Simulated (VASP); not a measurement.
Input of a VASP 6.6.1 run:

The input INCAR:

```
PREC     = Accurate       # precision mode
ENCUT    = 520            # plane-wave cutoff, eV
EDIFF    = 1E-6           # SCF threshold, eV
ISMEAR   = -1             # smearing method
SIGMA    = 0.02           # smearing width, eV
LREAL    = Auto         
LASPH    = True           # aspherical terms in the spheres
NELM     = 100            # most SCF steps
ALGO     = Normal         # electronic algorithm
ISIF     = 2              # what is computed and relaxed
LWAVE    = False          # write WAVECAR
LCHARG   = False          # write CHGCAR
GGA      = PE             # functional
IVDW     = 12             # dispersion correction
NBANDS   = 56             # bands
```

File KPOINTS:

```
regular mesh
0
Gamma
  1 1 1
```

The input POSCAR:

```
H19NO8
1.0
    6.3088310000      0.0000000000      0.0000000000
    0.0000000000      6.3088310000      0.0000000000
    0.0000000000      0.0000000000      6.3088310000
O H N
8 19 1
Direct
    0.7207198925      0.6719628407      1.0126123207
    0.2275381921      0.1736613328      0.6320505336
    0.8117193185      0.0707262566      0.1224315567
    0.9714795023      0.9014823824      0.4574540038
    0.3286028743      0.5091117514      0.8905611832
    0.5710091140      0.3035903165      0.3906270433
    0.5353131190      0.7117166397      0.5314930769
    0.8439439890      0.3087735271      0.7536895504
    0.5775713440      0.6081792332      1.0130719938
    0.7912876411      0.5814547893      0.9020054587
    0.3494625232      0.1946477882      0.5361690621
    0.1486804766      0.0502787283      0.5784114363
    0.8897369418      0.0265817867      0.2448472625
    0.7400420141     -0.0624521405      0.0848493168
    0.8361612476      0.9008483505      0.5336487853
    1.0164799152      0.7412625255      0.3999948643
    0.3683566734      0.5739890639      0.7565743955
    0.2648985208      0.3715426836      0.8462582054
    0.6743404602      0.2908938280      0.5097933357
    0.6331125370      0.2301535736      0.2697013123
    0.4190633732      0.7821417312      0.4637467702
    0.5407657932      0.5811219226      0.4420945814
    0.8308036782      0.2012734213      0.8723169158
    0.9922440465      0.2942066446      0.7120336557
    0.2051727174      0.5795685445      0.1884818281
    0.1307056727      0.4362773389      0.3874410331
   -0.0464111339      0.5027397310      0.2072967242
    0.0813462906      0.5553485265      0.2887698212
```

Potentials or basis: VASP PAW PBE potentials, release 64 (O, H, N).

Run with:

```console
$ cat potpaw_PBE.64/O/POTCAR potpaw_PBE.64/H/POTCAR potpaw_PBE.64/N/POTCAR > POTCAR
$ mpirun -np 1 vasp_gam > vasp.out
```

Question: Predict the largest force.

Answer: 2.535 eV/Å.

Question: Estimate the pressure.

Answer: 1.4 GPa.

Question: Predict the dispersion energy per atom.

Answer: -0.039 eV.

Stress tensor (GPa, compression positive):
```
 1.75 -0.23  0.61
-0.23  1.03 -0.17
 0.61 -0.17  1.50
```

Caveat: the k points lie up to 1.00 Å⁻¹ apart, too coarse for converged energies, forces and pressures.
